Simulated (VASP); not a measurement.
# TiO2 (P4_2/mnm) in VASP: single point with PBE

Aim: the single point of TiO2 with PBE.

Program: VASP 6.6.1. These are calculated values, not measurements. Logs are shortened: lines on timing, memory, paths and dates and some standing lists are left out, and cuts for length are marked.

## (1) The cell of the first run

It takes space group P4_2/mnm (No. 136, tetragonal). Conventional cell: a = 4.594 Å, b = 4.594 Å, c = 2.959 Å, α = 90.00°, β = 90.00°, γ = 90.00°. Within 2.6 Å of Ti (site symmetry mmm) lie 6 O at 1.94 to 1.99 Å. Within 2.6 Å of O (site symmetry m2m) lie 3 Ti at 1.94 to 1.99 Å and 1 O at 2.52 Å.

## (2) Single point, PBE

The input, INCAR:

```
SYSTEM = TiO2
PREC     = Accurate       ! precision mode
ENCUT    = 520            ! plane-wave cutoff, eV
EDIFF    = 1E-6           ! SCF threshold, eV
ISMEAR   = -1             ! smearing method
SIGMA    = 0.05           ! smearing width, eV
LREAL    = .FALSE.        ! projectors in reciprocal space
LASPH    = .TRUE.         ! aspherical terms in the spheres
NELM     = 80             ! most SCF steps
ALGO     = Normal         ! electronic algorithm
ISIF     = 2              ! what is computed and relaxed
LWAVE    = .FALSE.        ! write WAVECAR
LCHARG   = .TRUE.         ! write CHGCAR
GGA      = PE             ! functional
LELF     = .TRUE.         ! ELF
LVHAR    = .TRUE.       
NBANDS   = 33             ! bands
```

The input, KPOINTS:

```
regular mesh
0
G
  6 6 9
  0 0 0
```

The input, POSCAR:

```
TiO2
1.0
    4.5940000000      0.0000000000      0.0000000000
    0.0000000000      4.5940000000      0.0000000000
    0.0000000000      0.0000000000      2.9590000000
Ti O
2 4
Direct
    0.0000000000      0.0000000000      0.0000000000
    0.5000000000      0.5000000000      0.5000000000
    0.3060000000      0.3060000000      0.0000000000
    0.1940000000      0.8060000000      0.5000000000
    0.6940000000      0.6940000000      0.0000000000
    0.8060000000      0.1940000000      0.5000000000
```

Potentials or basis: VASP PAW PBE potentials, release 64 (Ti_sv, O).

On the command line:

```sh
$ cat potpaw_PBE.64/Ti_sv/POTCAR potpaw_PBE.64/O/POTCAR > POTCAR
$ mpirun -np 1 vasp_std > vasp.out
```

OUTCAR:

```text
SYSTEM = TiO2
   PREC = Accurate
   ENCUT = 520
   EDIFF = 1E-6
   ISMEAR = -1
   LREAL = .FALSE.
   LASPH = .TRUE.
   NELM = 80
   ISIF = 2
   GGA = PE

 ion  position               nearest neighbor table
   1  0.000  0.000  0.000-   4 1.94   6 1.94   4 1.94   6 1.94   5 1.99   3 1.99
   2  0.500  0.500  0.500-   3 1.94   5 1.94   3 1.94   5 1.94   4 1.99   6 1.99
   3  0.306  0.306  0.000-   2 1.94   2 1.94   1 1.99
   4  0.194  0.806  0.500-   1 1.94   1 1.94   2 1.99
   5  0.694  0.694  0.000-   2 1.94   2 1.94   1 1.99
   6  0.806  0.194  0.500-   1 1.94   1 1.94   2 1.99

  LATTYP: Found a simple tetragonal cell.
 ALAT       =     4.5940000000
 C/A-ratio  =     0.6441010013

  Lattice vectors:

 A1 = (   4.5940000000,   0.0000000000,   0.0000000000)
 A2 = (   0.0000000000,   4.5940000000,   0.0000000000)
 A3 = (   0.0000000000,   0.0000000000,   2.9590000000)

Analysis of symmetry for initial positions (statically):
=====================================================================
 Subroutine PRICEL returns:
 Original cell was already a primitive cell.

 Routine SETGRP: Setting up the symmetry group for a
 simple tetragonal supercell.

 Subroutine GETGRP returns: Found 16 space group operations
 (whereof  8 operations were pure point group operations)
 out of a pool of 16 trial point group operations.

The static configuration has the point symmetry D_2h.
 The point group associated with its full space group is D_4h.

Analysis of symmetry for dynamics (positions and initial velocities):
=====================================================================
 Subroutine PRICEL returns:
 Original cell was already a primitive cell.

 Routine SETGRP: Setting up the symmetry group for a
 simple tetragonal supercell.

 Subroutine GETGRP returns: Found 16 space group operations
 (whereof  8 operations were pure point group operations)
 out of a pool of 16 trial point group operations.

The dynamic configuration has the point symmetry D_2h.
 The point group associated with its full space group is D_4h.

 Subroutine INISYM returns: Found 16 space group operations
 (whereof  8 operations are pure point group operations),
 and found     1 'primitive' translations

----------------------------------------------------------------------------------------

                                     Primitive cell

  volume of cell :      62.4492

  direct lattice vectors                    reciprocal lattice vectors
     4.594000000  0.000000000  0.000000000     0.217675229  0.000000000  0.000000000
     0.000000000  4.594000000  0.000000000     0.000000000  0.217675229  0.000000000
     0.000000000  0.000000000  2.959000000     0.000000000  0.000000000  0.337952011

  length of vectors
     4.594000000  4.594000000  2.959000000     0.217675229  0.217675229  0.337952011

  position of ions in fractional coordinates (direct lattice)
     0.000000000  0.000000000  0.000000000
     0.500000000  0.500000000  0.500000000
     0.306000000  0.306000000  0.000000000
     0.194000000  0.806000000  0.500000000
     0.694000000  0.694000000  0.000000000
     0.806000000  0.194000000  0.500000000

  ion indices of the primitive-cell ions
   primitive index   ion index
                 1           1
                 2           2
                 3           3
                 4           4
                 5           5
                 6           6

----------------------------------------------------------------------------------------

 KPOINTS: regular mesh

Automatic generation of k-mesh.
 Grid dimensions read from file:
 generate k-points for:    6    6    9

 Generating k-lattice:

  Cartesian coordinates                     Fractional coordinates (reciprocal lattice)
     0.036279205  0.000000000  0.000000000     0.166666667  0.000000000  0.000000000
     0.000000000  0.036279205  0.000000000     0.000000000  0.166666667  0.000000000
     0.000000000  0.000000000  0.037550223     0.000000000  0.000000000  0.111111111

  Length of vectors
     0.036279205  0.036279205  0.037550223

  Shift w.r.t. Gamma in fractional coordinates (k-lattice)
     0.000000000  0.000000000  0.000000000

 Subroutine IBZKPT returns following result:
 ===========================================

 Found     50 irreducible k-points:

 Following reciprocal coordinates:
            Coordinates               Weight
  0.000000  0.000000  0.000000      1.000000
  0.166667  0.000000  0.000000      4.000000
  0.333333  0.000000  0.000000      4.000000
  0.500000  0.000000  0.000000      2.000000
  0.166667  0.166667  0.000000      4.000000
  0.333333  0.166667  0.000000      8.000000
[... 16 lines left out ...]
  0.333333  0.000000  0.222222      8.000000
  0.500000  0.000000  0.222222      4.000000
 [... further k-points ...]
   k-points           NKPTS =     50   k-points in BZ     NKDIM =     50   number of bands    NBANDS=     33
   number of dos      NEDOS =    301   number of ions     NIONS =      6
   total plane-waves  NPLWV =  31104
   dimension x,y,z NGX =    36 NGY =   36 NGZ =   24
   dimension x,y,z NGXF=    72 NGYF=   72 NGZF=   48
   ions per type =               2   4
   NGX,Y,Z   is equivalent  to a cutoff of  13.03, 13.03, 13.48 a.u.
   NGXF,Y,Z  is equivalent  to a cutoff of  26.06, 26.06, 26.97 a.u.
 SYSTEM =  TiO2
   PREC   = accura    normal or accurate (medium, high low for compatibility)
   ISTART =      0    job   : 0-new  1-cont  2-samecut
   ICHARG =      2    charge: 1-file 2-atom 10-const
   ISPIN  =      1    spin polarized calculation?
   LNONCOLLINEAR =      F non collinear calculations
   LSORBIT =      F    spin-orbit coupling
   LASPH  =      T    aspherical Exc in radial PAW
   ENCUT  =  520.0 eV  38.22 Ry    6.18 a.u.   8.54  8.54  5.50*2*pi/ulx,y,z
   NELM   =     80;   NELMIN=  2; NELMDL= -5     # of ELM steps
   EDIFF  = 0.1E-05   stopping-criterion for ELM
   LREAL  =      F    real-space projection
   EDIFFG = 0.1E-04   stopping-criterion for IOM
   NSW    =      0    number of steps for IOM
   IBRION =     -1    ionic relax: 0-MD 1-quasi-New 2-CG
   NFREE  =      0    steps in history (QN), initial steepest desc. (CG)
   ISIF   =      2    stress and relaxation
   ISYM   =      2    0-nonsym 1-usesym 2-fastsym
   POTIM  = 0.5000    time-step for ionic-motion
   TEBEG  =    0.0;   TEEND  =   0.0 temperature during run
   PSTRESS=    0.0 pullay stress
   NELECT =      48.0000    total number of electrons
   NUPDOWN=      -1.0000    fix difference up-down
   EMIN   =  10.00;   EMAX   =-10.00  energy-range for DOS
   EFERMI =   0.00;   METHOD = LEGACY
   ISMEAR =    -1;   SIGMA  =   0.05  broadening in eV -4-tet -1-fermi 0-gaus
   EFERMI_NEDOS =   21; number of points for ismear=-14 and -15
   IALGO  =     38    algorithm
   IMIX   =      4    mixing-type and parameters
     AMIX     =   0.40;   BMIX     =  1.00
     AMIX_MAG =   1.60;   BMIX_MAG =  1.00
  volume/ion in A,a.u.               =      10.41        70.24
  Fermi-wavevector in a.u.,A,eV,Ry     =   1.499614  2.833860 30.597370  2.248843
  Thomas-Fermi vector in A             =   2.611221
   LORBIT       =      0    0 simple, 1 ext, 2 COOP (PROOUT), +10 PAW based schemes
   GGA     = PE    functional components
   LHFCALC =     F    Hartree Fock is set to
   AEXX    =    0.0000 exact exchange contribution
   IVDW    =     0    specifies the selected vdW correction
   LEPSILON=     F    determine dielectric tensor
   LRPA    =     F    only Hartree local field effects (RPA)
 non-spin polarized calculation
  energy-cutoff  :      520.00
  volume of cell :       62.45
 maximum number of plane-waves:      1720
 NGX is ok and might be reduce to    36
   NGX = 17   NGY = 17   NGZ = 11

 number of electron      48.0000022 magnetization

 Free energy of the ion-electron system (eV)
  ---------------------------------------------------
  ext. energy  EPLUGINS =         0.00000000
  ---------------------------------------------------
  free energy    TOTEN  =       -53.64016991 eV

  energy without entropy =      -53.64016991  energy(sigma->0) =      -53.64016991

 E-fermi :   5.7654     XC(G=0): -11.4081

 val. band max:        4.8258606715   @ k =   0.0000   0.0000   0.0000
 cond. band min:       6.7343629268   @ k =   0.0000   0.0000   0.0000
 fundamental gap:      1.9085022553
 Fermi energy:         5.7654002672

 k-point     1 :       0.0000    0.0000    0.0000
  band No.  band energies     occupation
      1     -52.0639      2.00000
      2     -52.0468      2.00000
      3     -28.3739      2.00000
      4     -28.3739      2.00000
      5     -28.2065      2.00000
      6     -28.2065      2.00000
[... 25 lines left out ...]
     32      11.5166      0.00000
     33      11.5229      0.00000

 k-point     2 :       0.1667    0.0000    0.0000
  band No.  band energies     occupation
      1     -52.0628      2.00000
      2     -52.0480      2.00000
      3     -28.3654      2.00000
      4     -28.3646      2.00000
      5     -28.2169      2.00000
      6     -28.2161      2.00000
[... 25 lines left out ...]
     32      11.4262      0.00000
     33      11.4450      0.00000

 k-point     3 :       0.3333    0.0000    0.0000
  band No.  band energies     occupation
      1     -52.0596      2.00000
      2     -52.0511      2.00000
      3     -28.3430      2.00000
      4     -28.3409      2.00000
      5     -28.2426      2.00000
      6     -28.2405      2.00000
[... 25 lines left out ...]
     32      11.2460      0.00000
     33      11.2821      0.00000

 k-point     4 :       0.5000    0.0000    0.0000
  band No.  band energies     occupation
      1     -52.0554      2.00000
      2     -52.0554      2.00000
      3     -28.3243      2.00000
      4     -28.3243      2.00000
      5     -28.2602      2.00000
      6     -28.2602      2.00000
[... 673 lines left out ...]
     32      10.6983      0.00000
     33      10.9596      0.00000

 k-point    23 :       0.3333    0.0000    0.2222
  band No.  band energies     occupation
      1     -52.0420      2.00000
      2     -52.0354      2.00000
      3     -28.3631      2.00000
      4     -28.3468      2.00000
      5     -28.2952      2.00000
      6     -28.2854      2.00000
[... 25 lines left out ...]
     32      10.2859      0.00000
     33      11.0131      0.00000

 k-point    24 :       0.5000    0.0000    0.2222
  band No.  band energies     occupation
      1     -52.0387      2.00000
      2     -52.0387      2.00000
      3     -28.3581      2.00000
      4     -28.3581      2.00000
      5     -28.2776      2.00000
      6     -28.2776      2.00000
[... 25 lines left out ...]
     32      10.1070      0.00000
     33      11.4019      0.00000

 [... further k-points ...]
[... 5 lines left out ...]
  --------------------------------------------------------------------------------------
  -------------------------------------------------------------------------------------
  Total        2.4199718      2.4199718      2.2338901     -0.0000000      0.0000000      0.0000000
  in kB       62.0860369     62.0860369     57.3119838     -0.0000000      0.0000000      0.0000000
  external PRESSURE =      60.4946859 kB  Pullay stress =       0.0000000 kB

 VOLUME and BASIS-vectors are now :
 -----------------------------------------------------------------------------
  energy-cutoff  :      520.00
  volume of cell :       62.45
      direct lattice vectors                 reciprocal lattice vectors
     4.594000000  0.000000000  0.000000000     0.217675229  0.000000000  0.000000000
     0.000000000  4.594000000  0.000000000     0.000000000  0.217675229  0.000000000
     0.000000000  0.000000000  2.959000000     0.000000000  0.000000000  0.337952011

 POSITION                                       TOTAL-FORCE (eV/Angst)
 -----------------------------------------------------------------------------------
      0.00000      0.00000      0.00000         0.000000      0.000000      0.000000
      2.29700      2.29700      1.47950         0.000000      0.000000      0.000000
      1.40576      1.40576      0.00000        -0.185777     -0.185777      0.000000
      0.89124      3.70276      1.47950         0.185777     -0.185777      0.000000
      3.18824      3.18824      0.00000         0.185777      0.185777     -0.000000
      3.70276      0.89124      1.47950        -0.185777      0.185777     -0.000000
 -----------------------------------------------------------------------------------
    total drift:                               -0.000000      0.000000      0.000000

  FREE ENERGIE OF THE ION-ELECTRON SYSTEM (eV)
  ---------------------------------------------------
  free  energy   TOTEN  =       -53.6401699091 eV

  energy  without entropy=      -53.6401699088  energy(sigma->0) =      -53.64016991
```

Wall time 2.5 min (1 thread of Intel Xeon Platinum 8488C (Sapphire Rapids), shared host); peak memory 0.22 GiB.

What came out:

```
Free energy            : -53.6402 eV
Pressure               : 6.0 GPa
Largest force          : 0.263 eV/Å
Band gap on the k mesh : 1.91 eV, direct
```

Forces on the atoms (eV/Å):
```
Ti   0.000  0.000  0.000
Ti   0.000  0.000  0.000
O   -0.186 -0.186  0.000
O    0.186 -0.186  0.000
O    0.186  0.186  0.000
O   -0.186  0.186  0.000
```

A k mesh can miss the band edges. A hybrid or GW would open this gap; PBE tends to underestimate it.
